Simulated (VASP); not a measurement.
In4SbAs3, 8 atoms in the cell. It takes space group I-42m (No. 121, tetragonal). Conventional cell: a = 6.301 Å, b = 6.301 Å, c = 12.582 Å, α = 90.00°, β = 90.00°, γ = 90.00°. Within 3.5 Å of In (site symmetry m) lie 3 As at 2.68 to 2.70 Å and 1 Sb at 2.84 Å. Within 3.7 Å of Sb (site symmetry -42m) lie 4 In at 2.84 Å. As (site symmetry -4) has 4 In at 2.70 Å within 3.6 Å. Within 3.5 Å of As (site symmetry -42m) lie 4 In at 2.68 Å. 

* Program: VASP 6.6.1
* Task: single point
* Functional: PBE
* Potentials or basis: VASP PAW PBE potentials, release 64 (In_d, Sb, As)
* Cutoff: 520 eV
* k mesh: 8 × 8 × 8
* Occupations: gaussian, width 0.1 eV
* Spin: no spin polarisation
* Dipole correction: no
* Further INCAR settings: ALGO = Normal; EDIFF = 1e-07; NBANDS = 46

Potentials or basis: VASP PAW PBE potentials, release 64 (In_d, Sb, As).

Run with:

```sh
$ cat potpaw_PBE.64/In_d/POTCAR potpaw_PBE.64/Sb/POTCAR potpaw_PBE.64/As/POTCAR > POTCAR
$ mpirun -np 1 vasp_std > vasp.out
```

Hardware: 1 thread of Intel Xeon 8259CL, on a shared host.

Task: How long does it take, and how much memory?

Result: Run time: 44 min on 1 thread of Intel Xeon 8259CL, with other jobs on the host, peak memory 0.89 GiB. Counts: scf iterations 17, k points 59.
